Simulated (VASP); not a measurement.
# KBr in VASP: notebook

Aim: see how the results for KBr move with the level of theory and the settings. Levels: PBE, r2SCAN. Tasks: single point.

Program: VASP 6.6.1. These are calculated values, not measurements. Logs are shortened: lines on timing, memory, paths and dates and some standing lists are left out, and cuts for length are marked.

## (1) The cell of the first run

The structure is cubic, space group F-43m (No. 216). Conventional cell: a = 7.354 Å, b = 7.354 Å, c = 7.354 Å, α = 90.00°, β = 90.00°, γ = 90.00°. Within 4.2 Å of K (site symmetry -43m) lie 4 Br at 3.18 Å. Br (site symmetry -43m) has 4 K at 3.18 Å within 4.2 Å.

## (2) Single point, PBE (strain -0.3%)

File INCAR:

```
ALGO = Normal
EDIFF = 1E-6
ENCUT = 520
GGA = PE
ISIF = 2
ISMEAR = -1
LASPH = True
LCHARG = True
LELF = True
LREAL = False
LVHAR = True
LWAVE = False
NBANDS = 15
NELM = 60
PREC = Accurate
SIGMA = 0.02
```

File KPOINTS:

```
k-points
0
Gamma
  6 6 6
```

File POSCAR:

```
KBr
1.0
    0.0000000000      3.6768655648      3.6768655648
    3.6768655648      0.0000000000      3.6768655648
    3.6768655648      3.6768655648      0.0000000000
K Br
1 1
Direct
    0.0000000000      0.0000000000      0.0000000000
    0.2500000000      0.2500000000      0.2500000000
```

Potentials or basis: VASP PAW PBE potentials, release 64 (K_sv, Br).

Started as:

```bash
> cat potpaw_PBE.64/K_sv/POTCAR potpaw_PBE.64/Br/POTCAR > POTCAR
> mpirun -np 1 vasp_std > vasp.out
```

OUTCAR:

```text
EDIFF = 1E-6
   ENCUT = 520
   GGA = PE
   ISIF = 2
   ISMEAR = -1
   LASPH = True
   LREAL = False
   NELM = 60
   PREC = Accurate

 ion  position               nearest neighbor table
   1  0.000  0.000  0.000-   2 3.18   2 3.18   2 3.18   2 3.18
   2  0.250  0.250  0.250-   1 3.18   1 3.18   1 3.18   1 3.18

  LATTYP: Found a face centered cubic cell.
 ALAT       =     7.3537311296

  Lattice vectors:

 A1 = (   0.0000000000,   3.6768655648,   3.6768655648)
 A2 = (   3.6768655648,   0.0000000000,   3.6768655648)
 A3 = (   3.6768655648,   3.6768655648,   0.0000000000)

Analysis of symmetry for initial positions (statically):
=====================================================================
 Subroutine PRICEL returns:
 Original cell was already a primitive cell.

 Routine SETGRP: Setting up the symmetry group for a
 face centered cubic supercell.

 Subroutine GETGRP returns: Found 24 space group operations
 (whereof 24 operations were pure point group operations)
 out of a pool of 48 trial point group operations.

The static configuration has the point symmetry T_d .

Analysis of symmetry for dynamics (positions and initial velocities):
=====================================================================
 Subroutine PRICEL returns:
 Original cell was already a primitive cell.

 Routine SETGRP: Setting up the symmetry group for a
 face centered cubic supercell.

 Subroutine GETGRP returns: Found 24 space group operations
 (whereof 24 operations were pure point group operations)
 out of a pool of 48 trial point group operations.

The dynamic configuration has the point symmetry T_d .

 Subroutine INISYM returns: Found 24 space group operations
 (whereof 24 operations are pure point group operations),
 and found     1 'primitive' translations

----------------------------------------------------------------------------------------

                                     Primitive cell

  volume of cell :      99.4176

  direct lattice vectors                    reciprocal lattice vectors
     0.000000000  3.676865565  3.676865565    -0.135985391  0.135985391  0.135985391
     3.676865565  0.000000000  3.676865565     0.135985391 -0.135985391  0.135985391
     3.676865565  3.676865565  0.000000000     0.135985391  0.135985391 -0.135985391

  length of vectors
     5.199873149  5.199873149  5.199873149     0.235533606  0.235533606  0.235533606

  position of ions in fractional coordinates (direct lattice)
     0.000000000  0.000000000  0.000000000
     0.250000000  0.250000000  0.250000000

  ion indices of the primitive-cell ions
   primitive index   ion index
                 1           1
                 2           2

----------------------------------------------------------------------------------------

 KPOINTS: k-points

Automatic generation of k-mesh.
 Grid dimensions read from file:
 generate k-points for:    6    6    6

 Generating k-lattice:

  Cartesian coordinates                     Fractional coordinates (reciprocal lattice)
    -0.022664232  0.022664232  0.022664232     0.166666667  0.000000000  0.000000000
     0.022664232 -0.022664232  0.022664232     0.000000000  0.166666667  0.000000000
     0.022664232  0.022664232 -0.022664232     0.000000000  0.000000000  0.166666667

  Length of vectors
     0.039255601  0.039255601  0.039255601

  Shift w.r.t. Gamma in fractional coordinates (k-lattice)
     0.000000000  0.000000000  0.000000000

 Subroutine IBZKPT returns following result:
 ===========================================

 Found     16 irreducible k-points:

 Following reciprocal coordinates:
            Coordinates               Weight
  0.000000  0.000000  0.000000      1.000000
  0.166667  0.000000  0.000000      8.000000
  0.333333  0.000000  0.000000      8.000000
  0.500000  0.000000  0.000000      4.000000
  0.166667  0.166667  0.000000      6.000000
  0.333333  0.166667  0.000000     24.000000
[... 8 lines left out ...]
 -0.333333  0.333333  0.166667     24.000000
 -0.333333  0.500000  0.166667     12.000000
   k-points           NKPTS =     16   k-points in BZ     NKDIM =     16   number of bands    NBANDS=     15
   number of dos      NEDOS =    301   number of ions     NIONS =      2
   total plane-waves  NPLWV =  64000
   dimension x,y,z NGX =    40 NGY =   40 NGZ =   40
   dimension x,y,z NGXF=    80 NGYF=   80 NGZF=   80
   ions per type =               1   1
   NGX,Y,Z   is equivalent  to a cutoff of  12.79, 12.79, 12.79 a.u.
   NGXF,Y,Z  is equivalent  to a cutoff of  25.58, 25.58, 25.58 a.u.
 SYSTEM =  unknown system
   PREC   = accura    normal or accurate (medium, high low for compatibility)
   ISTART =      0    job   : 0-new  1-cont  2-samecut
   ICHARG =      2    charge: 1-file 2-atom 10-const
   ISPIN  =      1    spin polarized calculation?
   LNONCOLLINEAR =      F non collinear calculations
   LSORBIT =      F    spin-orbit coupling
   LASPH  =      T    aspherical Exc in radial PAW
   ENCUT  =  520.0 eV  38.22 Ry    6.18 a.u.   9.67  9.67  9.67*2*pi/ulx,y,z
   NELM   =     60;   NELMIN=  2; NELMDL= -5     # of ELM steps
   EDIFF  = 0.1E-05   stopping-criterion for ELM
   LREAL  =      F    real-space projection
   EDIFFG = 0.1E-04   stopping-criterion for IOM
   NSW    =      0    number of steps for IOM
   IBRION =     -1    ionic relax: 0-MD 1-quasi-New 2-CG
   NFREE  =      0    steps in history (QN), initial steepest desc. (CG)
   ISIF   =      2    stress and relaxation
   ISYM   =      2    0-nonsym 1-usesym 2-fastsym
   POTIM  = 0.5000    time-step for ionic-motion
   TEBEG  =    0.0;   TEEND  =   0.0 temperature during run
   PSTRESS=    0.0 pullay stress
   NELECT =      16.0000    total number of electrons
   NUPDOWN=      -1.0000    fix difference up-down
   EMIN   =  10.00;   EMAX   =-10.00  energy-range for DOS
   EFERMI =   0.00;   METHOD = LEGACY
   ISMEAR =    -1;   SIGMA  =   0.02  broadening in eV -4-tet -1-fermi 0-gaus
   EFERMI_NEDOS =   21; number of points for ismear=-14 and -15
   IALGO  =     38    algorithm
   IMIX   =      4    mixing-type and parameters
     AMIX     =   0.40;   BMIX     =  1.00
     AMIX_MAG =   1.60;   BMIX_MAG =  1.00
  volume/ion in A,a.u.               =      49.71       335.45
  Fermi-wavevector in a.u.,A,eV,Ry     =   0.890486  1.682774 10.788947  0.792965
  Thomas-Fermi vector in A             =   2.012183
   LORBIT       =      0    0 simple, 1 ext, 2 COOP (PROOUT), +10 PAW based schemes
   GGA     = PE    functional components
   LHFCALC =     F    Hartree Fock is set to
   AEXX    =    0.0000 exact exchange contribution
   IVDW    =     0    specifies the selected vdW correction
   LEPSILON=     F    determine dielectric tensor
   LRPA    =     F    only Hartree local field effects (RPA)
 non-spin polarized calculation
  energy-cutoff  :      520.00
  volume of cell :       99.42
 maximum number of plane-waves:      2698
 NGX is ok and might be reduce to    40
   NGX = 19   NGY = 19   NGZ = 19

 number of electron      15.9999997 magnetization

 Free energy of the ion-electron system (eV)
  ---------------------------------------------------
  ext. energy  EPLUGINS =         0.00000000
  ---------------------------------------------------
  free energy    TOTEN  =        -6.03285088 eV

  energy without entropy =       -6.03285088  energy(sigma->0) =       -6.03285088

 E-fermi :  -2.5822     XC(G=0):  -5.9746

 val. band max:       -3.1112232239   @ k =  -0.3333   0.1667   0.0000
 cond. band min:       1.1862837562   @ k =   0.0000   0.0000   0.0000
 fundamental gap:      4.2975069801
 Fermi energy:        -2.5821657390

 k-point     1 :       0.0000    0.0000    0.0000
  band No.  band energies     occupation
      1     -30.8724      2.00000
      2     -14.9892      2.00000
      3     -14.3713      2.00000
      4     -14.3713      2.00000
      5     -14.3713      2.00000
      6      -3.1277      2.00000
      7      -3.1277      2.00000
      8      -3.1277      2.00000
      9       1.1863      0.00000
     10       5.5218      0.00000
     11       5.5218      0.00000
     12       6.5235      0.00000
     13       6.5235      0.00000
     14       6.5235      0.00000
     15       7.2568      0.00000

 k-point     2 :       0.1667    0.0000    0.0000
  band No.  band energies     occupation
      1     -30.8720      2.00000
      2     -15.0499      2.00000
      3     -14.3730      2.00000
      4     -14.3730      2.00000
      5     -14.3042      2.00000
      6      -3.2454      2.00000
      7      -3.1235      2.00000
      8      -3.1235      2.00000
      9       1.6196      0.00000
     10       5.2708      0.00000
     11       5.2708      0.00000
     12       6.1584      0.00000
     13       6.5341      0.00000
     14       6.9849      0.00000
     15       6.9849      0.00000

 k-point     3 :       0.3333    0.0000    0.0000
  band No.  band energies     occupation
      1     -30.8712      2.00000
      2     -15.1456      2.00000
      3     -14.3763      2.00000
      4     -14.3763      2.00000
      5     -14.1960      2.00000
      6      -3.4333      2.00000
      7      -3.1159      2.00000
      8      -3.1159      2.00000
      9       2.5889      0.00000
     10       4.8641      0.00000
     11       5.1094      0.00000
     12       5.1094      0.00000
     13       6.5289      0.00000
     14       6.7226      0.00000
     15       6.7226      0.00000
[... 199 lines left out ...]
 k-point    15 :      -0.3333    0.3333    0.1667
  band No.  band energies     occupation
      1     -30.8705      2.00000
      2     -15.2188      2.00000
      3     -14.3933      2.00000
      4     -14.3840      2.00000
      5     -14.0925      2.00000
      6      -3.4016      2.00000
      7      -3.2825      2.00000
      8      -3.1245      2.00000
      9       3.3614      0.00000
     10       4.0628      0.00000
     11       5.0598      0.00000
     12       5.6363      0.00000
     13       6.4983      0.00000
     14       6.8736      0.00000
     15       7.2110      0.00000

 k-point    16 :      -0.3333    0.5000    0.1667
  band No.  band energies     occupation
      1     -30.8703      2.00000
      2     -15.2302      2.00000
      3     -14.3923      2.00000
      4     -14.3876      2.00000
      5     -14.0775      2.00000
      6      -3.4544      2.00000
      7      -3.2356      2.00000
      8      -3.1339      2.00000
      9       3.1546      0.00000
     10       4.0932      0.00000
     11       5.7933      0.00000
     12       5.8675      0.00000
     13       6.2365      0.00000
     14       6.5577      0.00000
     15       7.1476      0.00000

------------------------ aborting loop because EDIFF is reached ----------------------------------------

  FORCE on cell =-STRESS in cart. coord.  units (eV):
  Direction    XX          YY          ZZ          XY          YZ          ZX
  --------------------------------------------------------------------------------------
  -------------------------------------------------------------------------------------
  Total        0.2331014      0.2331014      0.2331014      0.0000000      0.0000000     -0.0000000
  in kB        3.7565769      3.7565769      3.7565769      0.0000000      0.0000000     -0.0000000
  external PRESSURE =       3.7565769 kB  Pullay stress =       0.0000000 kB

 VOLUME and BASIS-vectors are now :
 -----------------------------------------------------------------------------
  energy-cutoff  :      520.00
  volume of cell :       99.42
      direct lattice vectors                 reciprocal lattice vectors
     0.000000000  3.676865565  3.676865565    -0.135985391  0.135985391  0.135985391
     3.676865565  0.000000000  3.676865565     0.135985391 -0.135985391  0.135985391
     3.676865565  3.676865565  0.000000000     0.135985391  0.135985391 -0.135985391

 POSITION                                       TOTAL-FORCE (eV/Angst)
 -----------------------------------------------------------------------------------
      0.00000      0.00000      0.00000        -0.000000     -0.000000     -0.000000
      1.83843      1.83843      1.83843         0.000000      0.000000      0.000000
 -----------------------------------------------------------------------------------
    total drift:                               -0.000000     -0.000000     -0.000000

  FREE ENERGIE OF THE ION-ELECTRON SYSTEM (eV)
  ---------------------------------------------------
  free  energy   TOTEN  =        -6.0328508758 eV

  energy  without entropy=       -6.0328508758  energy(sigma->0) =       -6.03285088
```

Wall time 13 s (1 thread of Intel Xeon Platinum 8481C at 2.70GHz (Sapphire Rapids), shared host); peak memory 0.24 GiB.

What came out:

```yaml
Free_energy: -6.0329 eV
Pressure: 0.4 GPa
Band_gap_on_the_k_mesh: 4.30 eV, indirect (least direct gap 4.31 eV)
```

Levels at points of the mesh, in eV from the valence-band top:
| k point | band 4 | band 5 | band 6 | band 7 | band 8 | band 9 | band 10 | band 11 | band 12 | band 13 |
| --- | --- | --- | --- | --- | --- | --- | --- | --- | --- | --- |
| (0.00, 0.00, 0.00) | -11.26 | -11.26 | -0.02 | -0.02 | -0.02 | 4.30 | 8.63 | 8.63 | 9.63 | 9.63 |
| (0.50, 0.00, 0.00) | -11.27 | -11.04 | -0.40 | 0.00 | 0.00 | 6.56 | 7.01 | 8.22 | 8.22 | 9.62 |
| (0.50, 0.50, 0.00) | -11.28 | -10.97 | -0.44 | -0.02 | -0.02 | 6.08 | 7.19 | 8.99 | 9.49 | 9.49 |

Caveat: the cell differs from its parent crystal (strain -0.3%). A k mesh can miss the band edges.

(Part 1 of 2 ends here.)
